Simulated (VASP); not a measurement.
# AgCl (P4/mmm) in VASP: notebook

AgCl is run at these levels: PBEsol; tasks: single point.

All numbers are computed with VASP 6.6.1; they aren't measurements. Logs are shortened: lines on timing, memory, paths and dates and some standing lists are left out, and cuts for length are marked.

### Step 1. The cell of the first run

It takes space group P4/mmm (No. 123, tetragonal). Conventional cell: a = 3.434 Å, b = 3.434 Å, c = 3.468 Å, α = 90.00°, β = 90.00°, γ = 90.00°. Ag (site symmetry 4/mmm) has 8 Cl at 2.98 Å and 6 Ag at 3.43 to 3.47 Å within 3.9 Å. Within 3.9 Å of Cl (site symmetry 4/mmm) lie 8 Ag at 2.98 Å and 6 Cl at 3.43 to 3.47 Å.

### Step 2. Single point, PBEsol (zz strain of +1 %)

INCAR

```
SYSTEM = AgCl
ALGO = Normal ; EDIFF = 1E-6
ENCUT = 520 ; GGA = PS
ISIF = 2 ; ISMEAR = -1
LASPH = .True. ; LCHARG = .False.
LREAL = .False. ; LWAVE = .False.
NBANDS = 16 ; NELM = 80
PREC = Accurate ; SIGMA = 0.01
```

KPOINTS

```
k-points
0
Gamma
  9 9 9
  0 0 0
```

POSCAR

```
AgCl
1.0
    3.4339730000      0.0000000000      0.0000000000
    0.0000000000      3.4339730000      0.0000000000
    0.0000000000      0.0000000000      3.4683127300
Ag Cl
1 1
Direct
    0.0000000000      0.0000000000      0.0000000000
    0.5000000000      0.5000000000      0.5000000000
```

Potentials or basis: VASP PAW PBE potentials, release 64 (Ag, Cl).

Started as:

```sh
$ cat potpaw_PBE.64/Ag/POTCAR potpaw_PBE.64/Cl/POTCAR > POTCAR
$ mpirun -np 1 vasp_std > vasp.out
```

OUTCAR:

```text
SYSTEM = AgCl
   EDIFF = 1E-6
   ENCUT = 520
   GGA = PS
   ISIF = 2
   ISMEAR = -1
   LASPH = .True.
   LREAL = .False.
   NELM = 80
   PREC = Accurate

 ion  position               nearest neighbor table
   1  0.000  0.000  0.000-   2 2.98   2 2.98   2 2.98   2 2.98   2 2.98   2 2.98   2 2.98   2 2.98

   2  0.500  0.500  0.500-   1 2.98   1 2.98   1 2.98   1 2.98   1 2.98   1 2.98   1 2.98   1 2.98

  LATTYP: Found a simple tetragonal cell.
 ALAT       =     3.4339730000
 C/A-ratio  =     1.0100000000

  Lattice vectors:

 A1 = (   3.4339730000,   0.0000000000,   0.0000000000)
 A2 = (   0.0000000000,   3.4339730000,   0.0000000000)
 A3 = (   0.0000000000,   0.0000000000,   3.4683127300)

Analysis of symmetry for initial positions (statically):
=====================================================================
 Subroutine PRICEL returns:
 Original cell was already a primitive cell.

 Routine SETGRP: Setting up the symmetry group for a
 simple tetragonal supercell.

 Subroutine GETGRP returns: Found 16 space group operations
 (whereof 16 operations were pure point group operations)
 out of a pool of 16 trial point group operations.

The static configuration has the point symmetry D_4h.

Analysis of symmetry for dynamics (positions and initial velocities):
=====================================================================
 Subroutine PRICEL returns:
 Original cell was already a primitive cell.

 Routine SETGRP: Setting up the symmetry group for a
 simple tetragonal supercell.

 Subroutine GETGRP returns: Found 16 space group operations
 (whereof 16 operations were pure point group operations)
 out of a pool of 16 trial point group operations.

The dynamic configuration has the point symmetry D_4h.

 Subroutine INISYM returns: Found 16 space group operations
 (whereof 16 operations are pure point group operations),
 and found     1 'primitive' translations

----------------------------------------------------------------------------------------

                                     Primitive cell

  volume of cell :      40.8989

  direct lattice vectors                    reciprocal lattice vectors
     3.433973000  0.000000000  0.000000000     0.291207881  0.000000000  0.000000000
     0.000000000  3.433973000  0.000000000     0.000000000  0.291207881  0.000000000
     0.000000000  0.000000000  3.468312730     0.000000000  0.000000000  0.288324634

  length of vectors
     3.433973000  3.433973000  3.468312730     0.291207881  0.291207881  0.288324634

  position of ions in fractional coordinates (direct lattice)
     0.000000000  0.000000000  0.000000000
     0.500000000  0.500000000  0.500000000

[... 73 lines left out ...]
   LASPH  =      T    aspherical Exc in radial PAW
   ENCUT  =  520.0 eV  38.22 Ry    6.18 a.u.   6.38  6.38  6.45*2*pi/ulx,y,z
   NELM   =     80;   NELMIN=  2; NELMDL= -5     # of ELM steps
   EDIFF  = 0.1E-05   stopping-criterion for ELM
   LREAL  =      F    real-space projection
   EDIFFG = 0.1E-04   stopping-criterion for IOM
   NSW    =      0    number of steps for IOM
   IBRION =     -1    ionic relax: 0-MD 1-quasi-New 2-CG
   NFREE  =      0    steps in history (QN), initial steepest desc. (CG)
   ISIF   =      2    stress and relaxation
   ISYM   =      2    0-nonsym 1-usesym 2-fastsym
   POTIM  = 0.5000    time-step for ionic-motion
   TEBEG  =    0.0;   TEEND  =   0.0 temperature during run
   PSTRESS=    0.0 pullay stress
   NELECT =      18.0000    total number of electrons
   NUPDOWN=      -1.0000    fix difference up-down
   EMIN   =  10.00;   EMAX   =-10.00  energy-range for DOS
   EFERMI =   0.00;   METHOD = LEGACY
   ISMEAR =    -1;   SIGMA  =   0.01  broadening in eV -4-tet -1-fermi 0-gaus
   EFERMI_NEDOS =   21; number of points for ismear=-14 and -15
   IALGO  =     38    algorithm
   IMIX   =      4    mixing-type and parameters
     AMIX     =   0.40;   BMIX     =  1.00
     AMIX_MAG =   1.60;   BMIX_MAG =  1.00
  volume/ion in A,a.u.               =      20.45       138.00
  Fermi-wavevector in a.u.,A,eV,Ry     =   1.245265  2.353209 21.098338  1.550684
  Thomas-Fermi vector in A             =   2.379495
   LORBIT       =      0    0 simple, 1 ext, 2 COOP (PROOUT), +10 PAW based schemes
   GGA     = PS    functional components
   LHFCALC =     F    Hartree Fock is set to
   AEXX    =    0.0000 exact exchange contribution
   IVDW    =     0    specifies the selected vdW correction
   LEPSILON=     F    determine dielectric tensor
   LRPA    =     F    only Hartree local field effects (RPA)
 non-spin polarized calculation
  energy-cutoff  :      520.00
  volume of cell :       40.90
 maximum number of plane-waves:      1117
 NGX is ok and might be reduce to    28
   NGX = 13   NGY = 13   NGZ = 13

 number of electron      18.0000001 magnetization

 Free energy of the ion-electron system (eV)
  ---------------------------------------------------
  ext. energy  EPLUGINS =         0.00000000
  ---------------------------------------------------
  free energy    TOTEN  =        -5.75225252 eV

  energy without entropy =       -5.75225252  energy(sigma->0) =       -5.75225252

 E-fermi :   3.8885     XC(G=0): -10.5648

 val. band max:        3.6457738311   @ k =   0.0000   0.0000   0.4444
 cond. band min:       4.0755447423   @ k =   0.0000   0.0000   0.0000
 fundamental gap:      0.4297709112
 Fermi energy:         3.8885245385

 k-point     1 :       0.0000    0.0000    0.0000
  band No.  band energies     occupation
      1     -10.8442      2.00000
      2       0.9435      2.00000
      3       0.9601      2.00000
      4       1.8860      2.00000
      5       1.8860      2.00000
      6       1.8968      2.00000
[... 433 lines left out ...]
      3       0.6438      2.00000
      4       1.0329      2.00000
      5       1.1982      2.00000
      6       1.8414      2.00000
[... 8 lines left out ...]
     15      18.4773      0.00000
     16      20.1690      0.00000

 [... further k-points ...]
[... 5 lines left out ...]
  --------------------------------------------------------------------------------------
  -------------------------------------------------------------------------------------
  Total       -1.2523082     -1.2523082     -1.3674557      0.0000000     -0.0000000      0.0000000
  in kB      -49.0579975    -49.0579975    -53.5687915      0.0000000     -0.0000000      0.0000000
  external PRESSURE =     -50.5615955 kB  Pullay stress =       0.0000000 kB

 VOLUME and BASIS-vectors are now :
 -----------------------------------------------------------------------------
  energy-cutoff  :      520.00
  volume of cell :       40.90
      direct lattice vectors                 reciprocal lattice vectors
     3.433973000  0.000000000  0.000000000     0.291207881  0.000000000  0.000000000
     0.000000000  3.433973000  0.000000000     0.000000000  0.291207881  0.000000000
     0.000000000  0.000000000  3.468312730     0.000000000  0.000000000  0.288324634

 POSITION                                       TOTAL-FORCE (eV/Angst)
 -----------------------------------------------------------------------------------
      0.00000      0.00000      0.00000         0.000000      0.000000      0.000000
      1.71699      1.71699      1.73416         0.000000      0.000000      0.000000
 -----------------------------------------------------------------------------------
    total drift:                               -0.000000      0.000000      0.000000

  FREE ENERGIE OF THE ION-ELECTRON SYSTEM (eV)
  ---------------------------------------------------
  free  energy   TOTEN  =        -5.7522525233 eV

  energy  without entropy=       -5.7522525233  energy(sigma->0) =       -5.75225252
```

stdout:

```text
POSCAR found type information on POSCAR AgCl
 POSCAR found :  2 types and       2 ions
 scaLAPACK will be used
 -----------------------------------------------------------------------------
|                                                                             |
|                                                                             |
|     You enforced a specific xc type in the INCAR file but a different       |
|     I HOPE YOU KNOW WHAT YOU ARE DOING!                                     |
|                                                                             |
 -----------------------------------------------------------------------------

 LDA part: xc-table for (Slater+PW92), standard interpolation
 POSCAR, INCAR and KPOINTS ok, starting setup
 FFT: planning ... GRIDC
 FFT: planning ... GRID_SOFT
 FFT: planning ... GRID
 WAVECAR not read
 entering main loop
```

It used 81 s of CPU time on 1 thread of AMD EPYC 7R13 Processor (Zen 3), on a shared host.

What came out:

```
Free energy            : -5.7523 eV
Pressure               : -5.1 GPa
Band gap on the k mesh : 0.43 eV, indirect (least direct gap 1.87 eV)
```

Caveat: the cell differs from its parent crystal (zz strain of +1 %); the PAW data sets were made with another functional, which shifts forces and pressure a little.

### Step 3. Single point, PBEsol (zz strain of +3 %)

INCAR

```
  PREC = Accurate
  ENCUT = 520
  EDIFF = 1E-7
  ISMEAR = -1
  SIGMA = 0.01
  LREAL = False
  LASPH = True
  NELM = 80
  ALGO = Normal
  ISIF = 2
  LWAVE = False
  LCHARG = True
  GGA = PS
  LELF = True
  LVHAR = True
  NBANDS = 16
```

KPOINTS

```
Automatic mesh
0
Gamma
  9 9 9
```

Edit POSCAR of step 2 so:

```diff
@@ -4,3 +4,3 @@
     0.0000000000      3.4339730000      0.0000000000
-    0.0000000000      0.0000000000      3.4683127300
+    0.0000000000      0.0000000000      3.5369921900
 Ag Cl
```

Potentials or basis: VASP PAW PBE potentials, release 64 (Ag, Cl).

Started as:

```sh
$ cat potpaw_PBE.64/Ag/POTCAR potpaw_PBE.64/Cl/POTCAR > POTCAR
$ mpirun -np 1 vasp_std > vasp.out
```

It used 54 s of CPU time on 1 thread of AMD EPYC 7R13 Processor (Zen 3), with other jobs on the host.

It converged, with:

```
Free energy            : -5.7225 eV
Pressure               : -5.7 GPa
Band gap on the k mesh : 0.41 eV, indirect (least direct gap 1.74 eV)
```

Stress tensor (GPa, compression positive):
```
-5.27  0.00  0.00
 0.00 -5.27  0.00
 0.00  0.00 -6.56
```

Levels at points of the mesh, in eV from the valence-band top:
```csv
k point,band 6,band 7,band 8,band 9,band 10,band 11,band 12,band 13
"(0.00, 0.00, 0.00)",-1.72,-1.60,-1.33,-1.33,0.41,9.24,9.43,12.96
```

Caveat: the cell differs from its parent crystal (zz strain of +3 %); the PAW data sets were made with another functional, which shifts forces and pressure a little. A k mesh can miss the band edges.

### Step 4. Single point, PBEsol (zz strain of +2 %)

INCAR

```
SYSTEM = AgCl
PREC = Accurate
ENCUT = 520
EDIFF = 1E-6
ISMEAR = -1
SIGMA = 0.01
LREAL = .FALSE.
LASPH = .TRUE.
NELM = 80
ALGO = Normal
ISIF = 2
LWAVE = .FALSE.
LCHARG = .FALSE.
GGA = PS
NBANDS = 16
```

KPOINTS

```
regular mesh
0
G
  9 9 9
  0 0 0
```

Edit POSCAR of step 3 so:

```diff
@@ -4,3 +4,3 @@
     0.0000000000      3.4339730000      0.0000000000
-    0.0000000000      0.0000000000      3.5369921900
+    0.0000000000      0.0000000000      3.5026524600
 Ag Cl
```

Started as:

```sh
$ cat potpaw_PBE.64/Ag/POTCAR potpaw_PBE.64/Cl/POTCAR > POTCAR
$ mpirun -np 1 vasp_std > vasp.out
```

It used 50 s of CPU time on 1 thread of AMD EPYC 7R13 Processor (Zen 3) (shared host).

Results (log left out):

```
Free energy            : -5.7381 eV
Pressure               : -5.4 GPa
Band gap on the k mesh : 0.42 eV, indirect (least direct gap 1.80 eV)
```

Stress tensor (GPa, compression positive):
```
-5.10  0.00  0.00
 0.00 -5.10  0.00
 0.00  0.00 -5.98
```

Levels at points of the mesh, in eV from the valence-band top:
| k point | band 7 | band 8 | band 9 | band 10 | band 11 | band 12 |
| --- | --- | --- | --- | --- | --- | --- |
| (0.00, 0.00, 0.00) | -1.57 | -1.39 | -1.39 | 0.42 | 9.27 | 9.39 |

Caveat: the cell differs from its parent crystal (zz strain of +2 %); the PAW data sets were made with another functional, which shifts forces and pressure a little. A k mesh can miss the band edges.

### Step 5. Overview

| cell | gap on the mesh (eV) | pressure (GPa) |
| --- | --- | --- |
| a = 3.434, b = 3.434, c = 3.468 Å, 2 atoms | 0.43 | -5.1 |
| a = 3.434, b = 3.434, c = 3.537 Å, 2 atoms | 0.41 | -5.7 |
| a = 3.434, b = 3.434, c = 3.503 Å, 2 atoms | 0.42 | -5.4 |

Alike in all rows: task single point; level PBEsol; potentials or basis VASP PAW PBE potentials, release 64 (Ag, Cl); no spin polarisation; k mesh 9 × 9 × 9; cutoff (eV) 520; smearing fermi-dirac 0.01 eV.

Caveats: the PAW data sets were made with another functional, which shifts forces and pressure a little.

Total energies depend on the potentials used, so only differences within one code and one set of settings carry meaning.
